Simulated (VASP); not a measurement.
Wanted: the native input for a VASP 6.6.1 run.

- Task: single point
- Functional: PBE
- Potentials or basis: VASP PAW PBE potentials, release 64 (In_d, Se)
- Cutoff: 520 eV
- k mesh: 10 × 10 × 4
- Occupations: gaussian, width 0.1 eV
- Spin: no spin polarisation
- Dipole correction: no
- Further INCAR settings: ALGO = Normal; EDIFF = 1e-07; NBANDS = 30

The structure of InSe5 lies in POSCAR:

```
InSe5
1.0
    4.1833871732      0.0000000000      0.0000000000
    0.0000000000      4.1833871732      0.0000000000
    0.0000000000      0.0000000000      9.6207581290
In Se
1 5
Direct
    0.5000000000      0.5000000000      0.0000000000
    0.0000000000      0.5000000000      0.5000000000
    0.5000000000      0.0000000000      0.5000000000
    0.5000000000      0.5000000000      0.3146205404
    0.5000000000      0.5000000000      0.6853794596
    0.0000000000      0.0000000000      0.0000000000
```

The cell was built from a structure type or drawn by symmetry, and may not be a known phase.

One way to write it, as run:

INCAR

```
SYSTEM = InSe5
ALGO = Normal
EDIFF = 1E-7
ENCUT = 520
GGA = PE
ISIF = 2
ISMEAR = 0
LASPH = .True.
LCHARG = .True.
LELF = .True.
LREAL = .False.
LVHAR = .True.
LWAVE = .False.
NBANDS = 30
NELM = 100
PREC = Accurate
SIGMA = 0.1
```

KPOINTS

```
k-points
0
Gamma
  10 10 4
  0 0 0
```

Potentials or basis: VASP PAW PBE potentials, release 64 (In_d, Se).

Launch:

```bash
$ cat potpaw_PBE.64/In_d/POTCAR potpaw_PBE.64/Se/POTCAR > POTCAR
$ mpirun -np 1 vasp_std > vasp.out
```

Results of the run:

The pressure is 0.0 GPa, the largest force is 0.005 eV/Å and the band gap on the k mesh is zero (an odd number of electrons rules out a gap without spin polarisation).

Caveat: spin-orbit coupling is left out, which moves the levels of the heavy elements.

Run time: 3.2 min on 1 thread of Intel(R) Xeon(R) Platinum 8488C (Sapphire Rapids), with other jobs on the host, peak memory 0.43 GiB.
